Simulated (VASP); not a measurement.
A run of VASP 6.6.1 is set up as follows.

Contents of INCAR:

```
ALGO = Normal ; DIPOL = 0.5 0.5 0.322
EDIFF = 1E-7 ; ENCUT = 520
GGA = CA ; IDIPOL = 3
ISIF = 2 ; ISMEAR = 0
LASPH = True ; LCHARG = False
LDIPOL = True ; LREAL = False
LWAVE = False ; NBANDS = 54
NELM = 60 ; PREC = Accurate
SIGMA = 0.1
```

The input KPOINTS:

```
k-points
0
Gamma
  4 6 1
```

POSCAR

```
Sc8H
1.0
    6.4591689165      0.0000000000      0.0000000000
    0.0000000000      4.9849552023      0.0000000000
    0.0000000000      0.0000000000     19.0264987477
Sc H
8 1
Direct
    0.0000000000      0.7500000000      0.2102331098
    0.5000000000      0.7500000000      0.2102331098
    0.2500000000      0.2500000000      0.2592332301
    0.7500000000      0.2500000000      0.2592332301
    0.2500000000      0.7500000000      0.3431453096
    0.7500000000      0.7500000000      0.3431453096
    0.0000000000      0.2500000000      0.3955798094
    0.5000000000      0.2500000000      0.3955798094
    0.0625000000      0.3750000000      0.4860608544
```

Potentials or basis: VASP PAW LDA potentials, release 64 (Sc_sv, H).

Command:

```bash
$ cat potpaw_LDA.64/Sc_sv/POTCAR potpaw_LDA.64/H/POTCAR > POTCAR
$ mpirun -np 1 vasp_std > vasp.out
```

(1) Predict the band gap on the k mesh.

(2) What does it give for the largest force?

## Answers

(1) zero (an odd number of electrons rules out a gap without spin polarisation).

(2) 0.439 eV/Å.
